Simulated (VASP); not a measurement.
Here is a VASP 6.6.1 calculation.

INCAR

```
ALGO = Normal
EDIFF = 1E-6
ENCUT = 520
GGA = PS
ISIF = 2
ISMEAR = 0
IVDW = 12
LASPH = T
LCHARG = F
LREAL = F
LWAVE = F
NBANDS = 8
NELM = 100
PREC = Accurate
SIGMA = 0.15
```

KPOINTS

```
k-points
0
Gamma
  12 12 12
```

File POSCAR:

```
P
1.0
    4.2088112845      0.0000000000      0.0000000000
    0.0000000000      4.2088112845      0.0000000000
    0.0000000000      0.0000000000      4.3780000000
P
1
Direct
    0.0000000000      0.0000000000      0.0000000000
```

Potentials or basis: VASP PAW PBE potentials, release 64 (P).

Run with:

```sh
$ cat potpaw_PBE.64/P/POTCAR > POTCAR
$ mpirun -np 1 vasp_std > vasp.out
```

Question: Estimate the band gap on the k mesh.

Answer: Zero (an odd number of electrons rules out a gap without spin polarisation).

Question: Estimate the dispersion energy per atom.

Answer: -0.084 eV.

Stress tensor (GPa, compression positive):
```
-4.56  0.00  0.00
 0.00 -4.56  0.00
 0.00  0.00 -3.87
```

Caveat: the cell differs from its parent crystal (strain -0.015 along x and y, +0.000 along z); the cell stands under tension; the nearest neighbours stand farther apart than a usual bond; the PAW data sets were made with another functional, which shifts forces and pressure a little; an odd number of electrons without spin polarisation forces a metal; a magnetic or distorted state may lie lower.
